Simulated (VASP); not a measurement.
Set up this calculation in VASP 6.6.1, as the native input.

| Item | Value |
| --- | --- |
| Task | single point |
| Functional | PBEsol |
| Dispersion | D3(BJ) |
| Potentials or basis | VASP PAW PBE potentials, release 64 (Pt) |
| Cutoff | 520 eV |
| k mesh | 13 × 13 × 13 |
| Occupations | fermi-dirac, width 0.1 eV |
| Spin | no spin polarisation |
| Dipole correction | no |
| Further INCAR settings | ALGO = Normal; EDIFF = 1e-06; NBANDS = 11 |

The structure of Pt lies in POSCAR:

```
Pt
1.0
   -1.5842200000      1.5842200000      1.5842200000
    1.5842200000     -1.5842200000      1.5842200000
    1.5842200000      1.5842200000     -1.5842200000
Pt
1
Direct
    0.0000000000      0.0000000000      0.0000000000
```

These files were run (other wordings do the same):

INCAR

```
SYSTEM = Pt
  PREC = Accurate
  ENCUT = 520
  EDIFF = 1E-6
  ISMEAR = -1
  SIGMA = 0.1
  LREAL = .FALSE.
  LASPH = .TRUE.
  NELM = 100
  ALGO = Normal
  ISIF = 2
  LWAVE = .FALSE.
  LCHARG = .TRUE.
  GGA = PS
  IVDW = 12
  LELF = .TRUE.
  LVHAR = .TRUE.
  NBANDS = 11
```

KPOINTS

```
Automatic mesh
0
G
  13 13 13
  0 0 0
```

Potentials or basis: VASP PAW PBE potentials, release 64 (Pt).

Launch:

```sh
$ cat potpaw_PBE.64/Pt/POTCAR > POTCAR
$ mpirun -np 1 vasp_std > vasp.out
```

It gave:

- Pressure: -18.3 GPa
- Band gap on the k mesh: zero (band 5 reaches 10.81 eV, above the bottom of band 6 at 8.78 eV)
- Dispersion energy per atom: -0.710 eV

Caveat: the PAW data sets were made with another functional, which shifts forces and pressure a little; spin-orbit coupling is left out, which moves the levels of the heavy elements; pairwise dispersion overbinds metals, which lowers pressure and volume.

Wall time 14 s on 1 thread of AMD EPYC 7R13 Processor (Zen 3) (shared host), peak memory 0.11 GiB.
